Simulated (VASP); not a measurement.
# Mg (P6_3/mmc) in VASP: a series of runs, part 3 of 3

VASP 6.6.1. Earlier steps stand in the parts before.

## 6. Electric field gradients, PBE (equal xx and yy strain of +2 %)

Contents of INCAR:

```
SYSTEM = Mg
  PREC = Accurate
  ENCUT = 520
  EDIFF = 1E-8
  ISMEAR = -1
  SIGMA = 0.08
  LREAL = .False.
  LASPH = .True.
  NELM = 80
  ALGO = Normal
  ISIF = 2
  LWAVE = .False.
  LCHARG = .False.
  GGA = PE
  LEFG = .True.
  NBANDS = 9
```

Contents of KPOINTS:

```
regular mesh
0
Gamma
  12 12 7
  0 0 0
```

Contents of POSCAR:

```
Mg
1.0
    3.2734569632      0.0000000000      0.0000000000
   -1.6367284815      2.8348968883      0.0000000000
    0.0000000000      0.0000000000      5.2103300000
Mg
2
Direct
    0.3333333333      0.6666666667      0.2500000000
    0.6666666667      0.3333333333      0.7500000000
```

Potentials or basis: VASP PAW PBE potentials, release 64 (Mg).

Launch:

```console
$ cat potpaw_PBE.64/Mg/POTCAR > POTCAR
$ mpirun -np 1 vasp_std > vasp.out
```

OUTCAR:

```text
SYSTEM = Mg
   PREC = Accurate
   ENCUT = 520
   EDIFF = 1E-8
   ISMEAR = -1
   LREAL = .False.
   LASPH = .True.
   NELM = 80
   ISIF = 2
   GGA = PE

 ion  position               nearest neighbor table
   1  0.333  0.667  0.250-   2 3.22   2 3.22   2 3.22   2 3.22   2 3.22   2 3.22
   2  0.667  0.333  0.750-   1 3.22   1 3.22   1 3.22   1 3.22   1 3.22   1 3.22

  LATTYP: Found a hexagonal cell.
 ALAT       =     3.2734569632
 C/A-ratio  =     1.5916903929

  Lattice vectors:

 A1 = (   3.2734569632,   0.0000000000,   0.0000000000)
 A2 = (  -1.6367284815,   2.8348968883,   0.0000000000)
 A3 = (   0.0000000000,   0.0000000000,   5.2103300000)

Analysis of symmetry for initial positions (statically):
=====================================================================
 Subroutine PRICEL returns:
 Original cell was already a primitive cell.

 Routine SETGRP: Setting up the symmetry group for a
 hexagonal supercell.

 Subroutine GETGRP returns: Found 24 space group operations
 (whereof 12 operations were pure point group operations)
 out of a pool of 24 trial point group operations.

The static configuration has the point symmetry D_3d.
 The point group associated with its full space group is D_6h.

Analysis of symmetry for dynamics (positions and initial velocities):
=====================================================================
 Subroutine PRICEL returns:
 Original cell was already a primitive cell.

 Routine SETGRP: Setting up the symmetry group for a
 hexagonal supercell.

 Subroutine GETGRP returns: Found 24 space group operations
 (whereof 12 operations were pure point group operations)
 out of a pool of 24 trial point group operations.

The dynamic configuration has the point symmetry D_3d.
 The point group associated with its full space group is D_6h.

 Subroutine INISYM returns: Found 24 space group operations
 (whereof 12 operations are pure point group operations),
 and found     1 'primitive' translations

----------------------------------------------------------------------------------------

                                     Primitive cell

  volume of cell :      48.3514

  direct lattice vectors                    reciprocal lattice vectors
     3.273456963  0.000000000  0.000000000     0.305487444  0.176373258  0.000000000
    -1.636728482  2.834896888  0.000000000     0.000000000  0.352746516  0.000000000
     0.000000000  0.000000000  5.210330000     0.000000000  0.000000000  0.191926423

  length of vectors
     3.273456963  3.273456963  5.210330000     0.352746516  0.352746516  0.191926423

  position of ions in fractional coordinates (direct lattice)
     0.333333333  0.666666667  0.250000000
     0.666666667  0.333333333  0.750000000

  ion indices of the primitive-cell ions
   primitive index   ion index
                 1           1
                 2           2

----------------------------------------------------------------------------------------

[... 82 lines left out ...]
   EMIN   =  10.00;   EMAX   =-10.00  energy-range for DOS
   EFERMI =   0.00;   METHOD = LEGACY
   ISMEAR =    -1;   SIGMA  =   0.08  broadening in eV -4-tet -1-fermi 0-gaus
   EFERMI_NEDOS =   21; number of points for ismear=-14 and -15
   IALGO  =     38    algorithm
   IMIX   =      4    mixing-type and parameters
     AMIX     =   0.40;   BMIX     =  1.00
     AMIX_MAG =   1.60;   BMIX_MAG =  1.00
  volume/ion in A,a.u.               =      24.18       163.15
  Fermi-wavevector in a.u.,A,eV,Ry     =   0.713332  1.348002  6.923226  0.508843
  Thomas-Fermi vector in A             =   1.800942
   LORBIT       =      0    0 simple, 1 ext, 2 COOP (PROOUT), +10 PAW based schemes
   GGA     = PE    functional components
   LHFCALC =     F    Hartree Fock is set to
   AEXX    =    0.0000 exact exchange contribution
   IVDW    =     0    specifies the selected vdW correction
   LEPSILON=     F    determine dielectric tensor
   LRPA    =     F    only Hartree local field effects (RPA)
 non-spin polarized calculation
  energy-cutoff  :      520.00
  volume of cell :       48.35
 maximum number of plane-waves:      1329
   NGX = 13   NGY = 13   NGZ = 19

 number of electron       4.0000000 magnetization

 Free energy of the ion-electron system (eV)
  ---------------------------------------------------
  ext. energy  EPLUGINS =         0.00000000
  ---------------------------------------------------
  free energy    TOTEN  =        -3.00703136 eV

  energy without entropy =       -2.98890847  energy(sigma->0) =       -2.99796991

 E-fermi :   2.3214     XC(G=0):  -8.3325

 val. band max:        2.3043525228   @ k =   0.1667   0.1667   0.0000
 cond. band min:       2.4135166213   @ k =   0.2500  -0.0000   0.0000
 fundamental gap:      0.1091640985
 Fermi energy:         2.3213859726

 k-point     1 :       0.0000    0.0000    0.0000
  band No.  band energies     occupation
      1      -4.3427      2.00000
      2       0.8694      2.00000
      3       1.3056      1.99999
      4      12.7716      0.00000
      5      12.7716      0.00000
      6      12.8087      0.00000
      7      12.8087      0.00000
      8      13.9750      0.00000
      9      15.1089      0.00000
[... 265 lines left out ...]
 k-point    24 :       0.3333   -0.0000    0.1429
  band No.  band energies     occupation
      1      -2.1669      2.00000
      2       1.6154      1.99971
      3       3.7347      0.00000
      4       4.8550      0.00000
      5       7.4657      0.00000
      6       9.3357      0.00000
      7       9.7551      0.00000
      8      11.2899      0.00000
      9      12.7096      0.00000

 [... further k-points ...]

------------------------ aborting loop because EDIFF is reached ----------------------------------------

  FORCE on cell =-STRESS in cart. coord.  units (eV):
  Direction    XX          YY          ZZ          XY          YZ          ZX
  --------------------------------------------------------------------------------------
  -------------------------------------------------------------------------------------
  Total       -0.5719561     -0.5719561     -0.4963857     -0.0000000      0.0000000      0.0000000
  in kB      -18.9523955    -18.9523955    -16.4482867     -0.0000000      0.0000000      0.0000000
  external PRESSURE =     -18.1176925 kB  Pullay stress =       0.0000000 kB

 VOLUME and BASIS-vectors are now :
 -----------------------------------------------------------------------------
  energy-cutoff  :      520.00
  volume of cell :       48.35
      direct lattice vectors                 reciprocal lattice vectors
     3.273456963  0.000000000  0.000000000     0.305487444  0.176373258  0.000000000
    -1.636728482  2.834896888  0.000000000     0.000000000  0.352746516  0.000000000
     0.000000000  0.000000000  5.210330000     0.000000000  0.000000000  0.191926423

 POSITION                                       TOTAL-FORCE (eV/Angst)
 -----------------------------------------------------------------------------------
     -0.00000      1.88993      1.30258        -0.000000      0.000000      0.000000
      1.63673      0.94497      3.90775         0.000000     -0.000000      0.000000
 -----------------------------------------------------------------------------------
    total drift:                               -0.000000      0.000000     -0.000000

  FREE ENERGIE OF THE ION-ELECTRON SYSTEM (eV)
  ---------------------------------------------------
  free  energy   TOTEN  =        -3.0070313633 eV

  energy  without entropy=       -2.9889084654  energy(sigma->0) =       -2.99796991

 Electric field gradients (V/A^2)
---------------------------------------------------------------------
 ion       V_xx      V_yy      V_zz      V_xy      V_xz      V_yz
---------------------------------------------------------------------
   1       0.020     0.020    -0.041     0.000     0.000    -0.000
   2       0.020     0.020    -0.041     0.000    -0.000    -0.000
---------------------------------------------------------------------

 Electric field gradients after diagonalization (V/A^2)
 (convention: |V_zz| > |V_xx| > |V_yy|)
----------------------------------------------------------------------
 ion       V_xx      V_yy      V_zz     asymmetry (V_yy - V_xx)/ V_zz
----------------------------------------------------------------------
   1       0.020     0.020    -0.041       0.000
   2       0.020     0.020    -0.041       0.000
----------------------------------------------------------------------

           NMR quadrupolar parameters

 Cq : quadrupolar parameter    Cq=e*Q*V_zz/h
 eta: asymmetry parameters     (V_yy - V_xx)/ V_zz
 Q  : nuclear electric quadrupole moment in mb (millibarn)
----------------------------------------------------------------------
 ion       Cq(MHz)       eta       Q (mb)
----------------------------------------------------------------------
   1      -0.000       0.000       1.000
   2      -0.000       0.000       1.000
----------------------------------------------------------------------
```

Wall time 13 s (1 thread of Intel Xeon Platinum 8375C at 2.90GHz (Ice Lake), shared host); peak memory 0.17 GiB.

What came out:

| Quantity | Value |
| --- | --- |
| Free energy | -3.0070 eV |
| Pressure | -1.8 GPa |
| Band gap on the k mesh | zero (bands 2 and 3 overlap by 2.00 eV) |
| Largest electric field gradient by atom | zero within the noise of the run |

Stress tensor (GPa, compression positive):
```
-1.90  0.00  0.00
 0.00 -1.90  0.00
 0.00  0.00 -1.64
```

Caveat: the cell differs from its parent crystal (equal xx and yy strain of +2 %).

## 7. Summary

```csv
cell,gap on the mesh (eV),pressure (GPa)
"a = 3.209, b = 3.209, c = 5.054 Å, angles 90.0, 90.0, 120.0°, 2 atoms",none,0.6
"a = 3.209, b = 3.209, c = 5.158 Å, angles 90.0, 90.0, 120.0°, 2 atoms",none,-0.2
"a = 3.209, b = 3.209, c = 5.106 Å, angles 90.0, 90.0, 120.0°, 2 atoms",none,0.2
"a = 3.209, b = 3.209, c = 5.367 Å, angles 90.0, 90.0, 120.0°, 2 atoms",none,-1.5
"a = 3.273, b = 3.273, c = 5.210 Å, angles 90.0, 90.0, 120.0°, 2 atoms",none,-1.8
```

Alike in all rows: task electric field gradients; level PBE; potentials or basis VASP PAW PBE potentials, release 64 (Mg); no spin polarisation; k mesh 12 × 12 × 7; cutoff (eV) 520; smearing fermi-dirac 0.08 eV.

Absolute energies hang on the potentials; compare differences alone.
